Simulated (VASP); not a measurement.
# Ir in VASP: a series of runs

Runs on Ir. Level: LDA. Tasks: relaxation of the atoms, single point.

Everything below comes from runs of VASP 6.6.1. Logs are shortened: lines on timing, memory, paths and dates and some standing lists are left out, and cuts for length are marked.

**1. The cell of the first run**

The cell holds a slab with vacuum, 5 atoms: a = 2.695 Å, b = 2.695 Å, c = 24.803 Å, α = 90.00°, β = 90.00°, γ = 120.00°.

**2. Relaxation of the atoms, LDA**

INCAR

```
  ALGO = Normal
  DIPOL = 0.5 0.5 0.500
  EDIFF = 1E-6
  EDIFFG = -0.01
  ENCUT = 520
  GGA = CA
  IBRION = 2
  IDIPOL = 3
  ISIF = 2
  ISMEAR = -1
  LASPH = T
  LCHARG = F
  LDIPOL = T
  LREAL = F
  LWAVE = F
  NELM = 80
  NSW = 60
  PREC = Accurate
  SIGMA = 0.08
```

KPOINTS

```
k-points
0
Gamma
  15 15 1
```

POSCAR

```
Ir
1.0
    2.6954010160      0.0000000000      0.0000000000
   -1.3477005080      2.3342857532      0.0000000000
    0.0000000000      0.0000000000     24.8031000000
Ir
5
Direct
    0.8333333330      0.1666666670      0.3225394639
    0.1666666670      0.8333333330      0.4112697317
    0.5000000000      0.5000000000      0.5000000000
    0.8333333330      0.1666666670      0.5887302683
    0.1666666670      0.8333333330      0.6774605361
```

Potentials or basis: VASP PAW LDA potentials, release 64 (Ir).

Command:

```
> cat potpaw_LDA.64/Ir/POTCAR > POTCAR
> mpirun -np 1 vasp_std > vasp.out
```

OUTCAR:

```text
EDIFF = 1E-6
   EDIFFG = -0.01
   ENCUT = 520
   GGA = CA
   IBRION = 2
   ISIF = 2
   ISMEAR = -1
   LASPH = T
   LREAL = F
   NELM = 80
   NSW = 60
   PREC = Accurate

 ion  position               nearest neighbor table
   1  0.833  0.167  0.323-   2 2.70   2 2.70   2 2.70
   2  0.167  0.833  0.411-   1 2.70   1 2.70   1 2.70   3 2.70   3 2.70   3 2.70
   3  0.500  0.500  0.500-   2 2.70   4 2.70   4 2.70   2 2.70   2 2.70   4 2.70
   4  0.833  0.167  0.589-   5 2.70   5 2.70   5 2.70   3 2.70   3 2.70   3 2.70
   5  0.167  0.833  0.677-   4 2.70   4 2.70   4 2.70

  LATTYP: Found a hexagonal cell.
 ALAT       =     2.6954010160
 C/A-ratio  =     9.2020073647

  Lattice vectors:

 A1 = (   2.6954010160,   0.0000000000,   0.0000000000)
 A2 = (  -1.3477005080,   2.3342857532,   0.0000000000)
 A3 = (   0.0000000000,   0.0000000000,  24.8031000000)

Analysis of symmetry for initial positions (statically):
=====================================================================
 Subroutine PRICEL returns:
 Original cell was already a primitive cell.

 Routine SETGRP: Setting up the symmetry group for a
 hexagonal supercell.

 Subroutine GETGRP returns: Found 12 space group operations
 (whereof  4 operations were pure point group operations)
 out of a pool of 24 trial point group operations.

The static configuration has the point symmetry C_2h.
 The point group associated with its full space group is D_3d.

Analysis of symmetry for dynamics (positions and initial velocities):
=====================================================================
 Subroutine PRICEL returns:
 Original cell was already a primitive cell.

 Routine SETGRP: Setting up the symmetry group for a
 hexagonal supercell.

 Subroutine GETGRP returns: Found 12 space group operations
 (whereof  4 operations were pure point group operations)
 out of a pool of 24 trial point group operations.

The dynamic configuration has the point symmetry C_2h.
 The point group associated with its full space group is D_3d.

 Subroutine INISYM returns: Found 12 space group operations
 (whereof  4 operations are pure point group operations),
 and found     1 'primitive' translations

----------------------------------------------------------------------------------------

                                     Primitive cell

  volume of cell :     156.0570

  direct lattice vectors                    reciprocal lattice vectors
     2.695401016  0.000000000  0.000000000     0.371002309  0.214198283  0.000000000
    -1.347700508  2.334285753  0.000000000     0.000000000  0.428396566  0.000000000
     0.000000000  0.000000000 24.803100000     0.000000000  0.000000000  0.040317541

  length of vectors
     2.695401016  2.695401016 24.803100000     0.428396566  0.428396566  0.040317541

  position of ions in fractional coordinates (direct lattice)
     0.833333333  0.166666667  0.322539464
     0.166666667  0.833333333  0.411269732
     0.500000000  0.500000000  0.500000000
     0.833333333  0.166666667  0.588730268
     0.166666667  0.833333333  0.677460536

  ion indices of the primitive-cell ions
   primitive index   ion index
                 1           1
                 2           2
                 3           3
                 4           4
                 5           5

----------------------------------------------------------------------------------------

 KPOINTS: k-points

Automatic generation of k-mesh.
 Grid dimensions read from file:
 generate k-points for:   15   15    1

 Generating k-lattice:

  Cartesian coordinates                     Fractional coordinates (reciprocal lattice)
     0.024733487  0.014279886  0.000000000     0.066666667 -0.000000000  0.000000000
     0.000000000  0.028559771  0.000000000     0.000000000  0.066666667  0.000000000
     0.000000000  0.000000000  0.040317541     0.000000000  0.000000000  1.000000000

  Length of vectors
     0.028559771  0.028559771  0.040317541

  Shift w.r.t. Gamma in fractional coordinates (k-lattice)
     0.000000000  0.000000000  0.000000000

 Subroutine IBZKPT returns following result:
 ===========================================

 Found     27 irreducible k-points:

 Following reciprocal coordinates:
            Coordinates               Weight
  0.000000  0.000000  0.000000      1.000000
  0.066667 -0.000000  0.000000      6.000000
  0.133333  0.000000  0.000000      6.000000
  0.200000  0.000000  0.000000      6.000000
  0.266667  0.000000  0.000000      6.000000
  0.333333 -0.000000  0.000000      6.000000
[... 16 lines left out ...]
  0.333333  0.200000  0.000000     12.000000
  0.400000  0.200000  0.000000      6.000000
 [... further k-points ...]
   k-points           NKPTS =     27   k-points in BZ     NKDIM =     27   number of bands    NBANDS=     27
   number of dos      NEDOS =    301   number of ions     NIONS =      5
   total plane-waves  NPLWV =  76800
   dimension x,y,z NGX =    20 NGY =   20 NGZ =  192
   dimension x,y,z NGXF=    40 NGYF=   40 NGZF=  384
   ions per type =               5
   NGX,Y,Z   is equivalent  to a cutoff of  12.34, 12.34, 12.87 a.u.
   NGXF,Y,Z  is equivalent  to a cutoff of  24.67, 24.67, 25.74 a.u.
 SYSTEM =  unknown system
   PREC   = accura    normal or accurate (medium, high low for compatibility)
   ISTART =      0    job   : 0-new  1-cont  2-samecut
   ICHARG =      2    charge: 1-file 2-atom 10-const
   ISPIN  =      1    spin polarized calculation?
   LNONCOLLINEAR =      F non collinear calculations
   LSORBIT =      F    spin-orbit coupling
   LASPH  =      T    aspherical Exc in radial PAW
   ENCUT  =  520.0 eV  38.22 Ry    6.18 a.u.   5.01  5.01 46.12*2*pi/ulx,y,z
   NELM   =     80;   NELMIN=  2; NELMDL= -5     # of ELM steps
   EDIFF  = 0.1E-05   stopping-criterion for ELM
   LREAL  =      F    real-space projection
   EDIFFG = -.1E-01   stopping-criterion for IOM
   NSW    =     60    number of steps for IOM
   IBRION =      2    ionic relax: 0-MD 1-quasi-New 2-CG
   NFREE  =      1    steps in history (QN), initial steepest desc. (CG)
   ISIF   =      2    stress and relaxation
   ISYM   =      2    0-nonsym 1-usesym 2-fastsym
   POTIM  = 0.5000    time-step for ionic-motion
   TEBEG  =    0.0;   TEEND  =   0.0 temperature during run
   PSTRESS=    0.0 pullay stress
   NELECT =      45.0000    total number of electrons
   NUPDOWN=      -1.0000    fix difference up-down
   EMIN   =  10.00;   EMAX   =-10.00  energy-range for DOS
   EFERMI =   0.00;   METHOD = LEGACY
   ISMEAR =    -1;   SIGMA  =   0.08  broadening in eV -4-tet -1-fermi 0-gaus
   EFERMI_NEDOS =   21; number of points for ismear=-14 and -15
   IALGO  =     38    algorithm
   IMIX   =      4    mixing-type and parameters
     AMIX     =   0.40;   BMIX     =  1.00
     AMIX_MAG =   1.60;   BMIX_MAG =  1.00
  volume/ion in A,a.u.               =      31.21       210.62
  Fermi-wavevector in a.u.,A,eV,Ry     =   1.081561  2.043855 15.915758  1.169775
  Thomas-Fermi vector in A             =   2.217581
   LORBIT       =      0    0 simple, 1 ext, 2 COOP (PROOUT), +10 PAW based schemes
   GGA     = CA    functional components
   LHFCALC =     F    Hartree Fock is set to
   AEXX    =    0.0000 exact exchange contribution
   IVDW    =     0    specifies the selected vdW correction
   LEPSILON=     F    determine dielectric tensor
   LRPA    =     F    only Hartree local field effects (RPA)
 conjugate gradient relaxation of ions
 non-spin polarized calculation
  energy-cutoff  :      520.00
  volume of cell :      156.06
 maximum number of plane-waves:      4257
 NGX is ok and might be reduce to    20
   NGX =  9   NGY =  9   NGZ = 93

--------------------------------------- Ionic step        1  -------------------------------------------

 number of electron      44.9999999 magnetization

 Free energy of the ion-electron system (eV)
  ---------------------------------------------------
  ext. energy  EPLUGINS =         0.00000000
  ---------------------------------------------------
  free energy    TOTEN  =       -49.47440791 eV

  energy without entropy =      -49.36751586  energy(sigma->0) =      -49.42096189

------------------------ aborting loop because EDIFF is reached ----------------------------------------

  FORCE on cell =-STRESS in cart. coord.  units (eV):
  Direction    XX          YY          ZZ          XY          YZ          ZX
  --------------------------------------------------------------------------------------
  -------------------------------------------------------------------------------------
  Total       -4.2609570     -4.2609570     -2.0731218     -0.0000000     -0.0000000      0.0000000
  in kB      -43.7455984    -43.7455984    -21.2839397     -0.0000000     -0.0000000      0.0000000
  external PRESSURE =     -36.2583788 kB  Pullay stress =       0.0000000 kB
[... 102 lines left out ...]
  energy  without entropy=      -49.3843616752  energy(sigma->0) =      -49.43652344

--------------------------------------- Ionic step        4  -------------------------------------------

 number of electron      45.0000001 magnetization

 dipolmoment           0.000000      0.000000      0.000000 electrons x Angstroem

------------------------ aborting loop because EDIFF is reached ----------------------------------------

  FORCE on cell =-STRESS in cart. coord.  units (eV):
  Direction    XX          YY          ZZ          XY          YZ          ZX
  --------------------------------------------------------------------------------------
  -------------------------------------------------------------------------------------
  Total       -3.7869389     -3.7869389     -0.9187983     -0.0000000      0.0000000      0.0000000
  in kB      -38.8790382    -38.8790382     -9.4329468     -0.0000000      0.0000000      0.0000000
  external PRESSURE =     -29.0636744 kB  Pullay stress =       0.0000000 kB
[... 24 lines left out ...]
  energy  without entropy=      -49.3860620001  energy(sigma->0) =      -49.43805530

--------------------------------------- Ionic step        5  -------------------------------------------

 number of electron      45.0000001 magnetization

 dipolmoment           0.000000      0.000000     -0.000000 electrons x Angstroem

 Free energy of the ion-electron system (eV)
  ---------------------------------------------------
  ext. energy  EPLUGINS =         0.00000000
  ---------------------------------------------------
  free energy    TOTEN  =       -49.49170010 eV

  energy without entropy =      -49.38860663  energy(sigma->0) =      -49.44015337

 E-fermi :   1.4357     XC(G=0):  -7.1446

 val. band max:        1.4355491124   @ k =   0.2667   0.2667   0.0000
 cond. band min:       1.4541253299   @ k =   0.3333   0.1333   0.0000
 fundamental gap:      0.0185762175
 Fermi energy:         1.4357494229

 k-point     1 :       0.0000    0.0000    0.0000
  band No.  band energies     occupation
      1      -9.4890      2.00000
      2      -8.4472      2.00000
      3      -7.1968      2.00000
      4      -6.6423      2.00000
      5      -6.5544      2.00000
      6      -2.8565      2.00000
[... 709 lines left out ...]
     26       5.9537      0.00000
     27       6.2773      0.00000

 [... further k-points ...]

------------------------ aborting loop because EDIFF is reached ----------------------------------------

 vacuum level on the upper side and lower side of the slab       (xc-potential included)        -0.013        -0.013

  FORCE on cell =-STRESS in cart. coord.  units (eV):
  Direction    XX          YY          ZZ          XY          YZ          ZX
  --------------------------------------------------------------------------------------
  -------------------------------------------------------------------------------------
  Total       -3.5336755     -3.5336755     -0.0181274     -0.0000000     -0.0000000      0.0000000
  in kB      -36.2788804    -36.2788804     -0.1861074     -0.0000000     -0.0000000      0.0000000
  external PRESSURE =     -24.2479560 kB  Pullay stress =       0.0000000 kB

 VOLUME and BASIS-vectors are now :
 -----------------------------------------------------------------------------
  energy-cutoff  :      520.00
  volume of cell :      156.06
      direct lattice vectors                 reciprocal lattice vectors
     2.695401016  0.000000000  0.000000000     0.371002309  0.214198283  0.000000000
    -1.347700508  2.334285753  0.000000000     0.000000000  0.428396566  0.000000000
     0.000000000  0.000000000 24.803100000     0.000000000  0.000000000  0.040317541
[... 11 lines left out ...]
  FREE ENERGIE OF THE ION-ELECTRON SYSTEM (eV)
  ---------------------------------------------------
  free  energy   TOTEN  =       -49.4917001046 eV

  energy  without entropy=      -49.3886066283  energy(sigma->0) =      -49.44015337

 reached required accuracy - stopping structural energy minimisation

 vacuum level on the upper side and lower side of the slab         7.296         7.296
```

Wall time 11 min (1 thread of Intel Xeon Platinum 8488C (Sapphire Rapids), shared host); peak memory 0.26 GiB.

Results:

```
Free energy                  : -49.4917 eV
Energy gained by relaxing    : 3.5 meV/atom
Ionic steps                  : 5
Largest force after relaxing : 0.007 eV/Å
```

Forces on the atoms (eV/Å):
```
Ir   0.000  0.000 -0.006
Ir   0.000  0.000  0.007
Ir   0.000  0.000  0.000
Ir   0.000  0.000 -0.007
Ir   0.000  0.000  0.006
```

The path:
| step | energy change (eV) | largest force (eV/Å) | pressure (GPa) |
| --- | --- | --- | --- |
| 1 | 0.0000 | 0.4284 | -3.63 |
| 2 | -0.0138 | 0.1836 | -2.96 |
| 3 | -0.0143 | 0.0955 | -3.06 |
| 4 | -0.0156 | 0.0722 | -2.91 |
| 5 | -0.0173 | 0.0068 | -2.42 |

Final structure:
```yaml
crystal:
  lattice:
    - [2.69540, 0.00000, 0.00000]
    - [-1.34770, 2.33429, 0.00000]
    - [0.00000, 0.00000, 24.80310]
  atoms:
    - { symbol: Ir, position: [0.83333, 0.16667, 0.32404] }
    - { symbol: Ir, position: [0.16667, 0.83333, 0.41116] }
    - { symbol: Ir, position: [0.50000, 0.50000, 0.50000] }
    - { symbol: Ir, position: [0.83333, 0.16667, 0.58884] }
    - { symbol: Ir, position: [0.16667, 0.83333, 0.67596] }
```

Levels at points of the mesh, in eV from the Fermi level:
```tsv
k point	band 18	band 19	band 20	band 21	band 22	band 23	band 24	band 25	band 26	band 27
(0.00, 0.00, 0.00)	-3.12	-2.72	-1.23	-1.23	-1.13	-1.13	-0.54	-0.54	-0.50	0.12
```

Caveat: the bands computed are all filled at some k points, so no gap is given; spin-orbit coupling is left out, which moves the levels of the heavy elements.

**3. Single point, LDA**

INCAR

```
SYSTEM = Ir
PREC = Accurate
ENCUT = 400
EDIFF = 1E-6
ISMEAR = -1
SIGMA = 0.08
LREAL = .FALSE.
LASPH = .TRUE.
NELM = 120
ALGO = Normal
ISIF = 2
LWAVE = .FALSE.
LCHARG = .FALSE.
LDIPOL = .TRUE.
IDIPOL = 3
DIPOL = 0.5 0.5 0.500
NBANDS = 30
GGA_COMPAT = .FALSE.
NELMDL = -8
```

KPOINTS

```
Automatic mesh
0
G
  15 15 1
  0 0 0
```

POSCAR

```
Ir
1.0
    2.6954010160      0.0000000000      0.0000000000
   -1.3477005080      2.3342857532      0.0000000000
    0.0000000000      0.0000000000     24.8031000000
Ir
5
Direct
    0.8333333333      0.1666666667      0.3246532189
    0.1666666667      0.8333333333      0.4114604757
    0.5000000000      0.5000000000      0.4999999993
    0.8333333333      0.1666666667      0.5885395247
    0.1666666667      0.8333333333      0.6753467814
```

Potentials or basis: VASP PAW LDA potentials, release 64 (Ir).

Command:

```
> cat potpaw_LDA.64/Ir/POTCAR > POTCAR
> mpirun -np 1 vasp_std > vasp.out
```

Wall time 4.4 min (1 thread of Intel Xeon 8259CL, shared host); peak memory 0.21 GiB.

The run converged. Its results:

| Property | Result |
| --- | --- |
| Free energy | -49.4889 eV |
| Largest force | 0.113 eV/Å |

Forces on the atoms (eV/Å):
```
Ir   0.000  0.000 -0.113
Ir   0.000  0.000  0.004
Ir   0.000  0.000  0.000
Ir   0.000  0.000 -0.004
Ir   0.000  0.000  0.113
```

Levels at points of the mesh, in eV from the Fermi level:
```
           k point  band 20  band 21  band 22  band 23  band 24  band 25
(0.00, 0.00, 0.00)    -1.24    -1.24    -1.15    -1.15    -0.55    -0.55
```

Caveat: spin-orbit coupling is left out, which moves the levels of the heavy elements.
